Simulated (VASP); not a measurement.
Set up this calculation in VASP 6.6.1, as the native input.

```yaml
Task: single point
Functional: LDA
Potentials_or_basis: VASP PAW LDA potentials, release 64 (Si)
Cutoff: 520 eV
k_mesh: 12 × 12 × 6
Occupations: gaussian, width 0.03 eV
Spin: no spin polarisation
Dipole_correction: no
Further_INCAR_settings: ALGO = Normal; EDIFF = 1e-06; NBANDS = 16
```

The structure of Si lies in POSCAR:

```
Si
1.0
    3.8313174605      0.0000000000      0.0000000000
   -1.9156587303      3.4424439352      0.0000000000
    0.0000000000      0.0000000000      6.3326220002
Si
4
Direct
    0.3333333333      0.6666666667      0.0630095000
    0.6666666667      0.3333333333      0.5630095000
    0.3333333333      0.6666666667      0.4369905000
    0.6666666667      0.3333333333      0.9369905000
```

This cell differs from its parent crystal: strain +0.0375 x Voigt [0, 1, 0, 0, 0, 0].

These files were run (other wordings do the same):

INCAR

```
SYSTEM = Si
PREC = Accurate ; ENCUT = 520
EDIFF = 1E-6 ; ISMEAR = 0
SIGMA = 0.03 ; LREAL = .FALSE.
LASPH = .TRUE. ; NELM = 100
ALGO = Normal ; ISIF = 2
LWAVE = .FALSE. ; LCHARG = .TRUE.
GGA = CA ; LELF = .TRUE.
LVHAR = .TRUE. ; NBANDS = 16
```

KPOINTS

```
regular mesh
0
G
  12 12 6
  0 0 0
```

Potentials or basis: VASP PAW LDA potentials, release 64 (Si).

Launch:

```sh
$ cat potpaw_LDA.64/Si/POTCAR > POTCAR
$ mpirun -np 1 vasp_std > vasp.out
```

It gave:

```
Pressure               : -4.9 GPa
Largest force          : 0.272 eV/Å
Band gap on the k mesh : 0.12 eV (least direct gap 0.49 eV)
```

Caveat: the cell differs from its parent crystal (strain +0.0375 x Voigt [0, 1, 0, 0, 0, 0]); the cell stands under tension.

It took 98 s on 1 thread of AMD EPYC 9R14 (Zen 4), on a shared host, peak memory 0.24 GiB.
